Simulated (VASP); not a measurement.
Input of a VASP 6.6.1 run:

File POSCAR:

```
Ta4C3
1.0
    4.4452810000      0.0000000000      0.0000000000
    0.0000000000      4.4452810000      0.0000000000
    0.0000000000      0.0000000000      4.4452810000
Ta C
4 3
Direct
    0.0000000000      0.5000000000      0.5000000000
    0.5000000000      0.0000000000      0.5000000000
    0.5000000000      0.5000000000      0.0000000000
    0.0000000000      0.0000000000      0.0000000000
    0.5000000000      0.0000000000      0.0000000000
    0.0000000000      0.5000000000      0.0000000000
    0.0000000000      0.0000000000      0.5000000000
```

Contents of INCAR.step1:

```
PREC = Accurate
ENCUT = 660
ISMEAR = 0
SIGMA = 0.1
LREAL = False
LASPH = True
NELM = 120
GGA = PE
ALGO = Normal
EDIFF = 1E-5
LWAVE = True
LCHARG = False
GGA_COMPAT = False
IBRION = 2
ISIF = 3
EDIFFG = -0.005
NELMIN = 4
NSW = 100
```

The input INCAR.step2:

```
PREC = Accurate
ENCUT = 660
EDIFF = 1E-7
ISMEAR = 0
SIGMA = 0.1
LREAL = False
LASPH = True
NELM = 120
ALGO = Normal
ISIF = 3
LWAVE = False
LCHARG = False
METAGGA = R2SCAN
LMIXTAU = True
IBRION = 2
NSW = 90
EDIFFG = -0.04
ISTART = 1
GGA_COMPAT = False
NELMIN = 4
```

File KPOINTS:

```
regular mesh
0
Gamma
  4 4 4
```

Potentials or basis: VASP PAW PBE potentials, release 64 (Ta_pv, C).

Command:

```bash
$ cat potpaw_PBE.64/Ta_pv/POTCAR potpaw_PBE.64/C/POTCAR > POTCAR
$ cp INCAR.step1 INCAR
$ mpirun -np 1 vasp_std > vasp.out
$ cp INCAR.step2 INCAR
$ mpirun -np 1 vasp_std > vasp.out
```

Q: What does it give for the band gap on the k mesh?

A: Zero (band 28 reaches 7.46 eV, above the bottom of band 29 at 6.61 eV).

Q: Predict the relaxed volume.

A: 12.41 Å³/atom.

Q: Predict the space group after relaxing (to 0.05 Å).

A: Pm-3m (No. 221).

Q: What does it give for the relaxed cell?

A: a = 4.429 Å, b = 4.429 Å, c = 4.429 Å, α = 90.00°, β = 90.00°, γ = 90.00°.

Step by step:
```tsv
step	energy change (eV)	largest force (eV/Å)	pressure (GPa)	volume (Å³)
1	0.0000	0.0000	-3.27	87.84
2	0.0498	0.0000	8.63	84.62
3	-0.0098	0.0000	-0.02	86.90
```

Caveat: the PAW data sets were made with another functional, which shifts forces and pressure a little; spin-orbit coupling is left out, which moves the levels of the heavy elements.
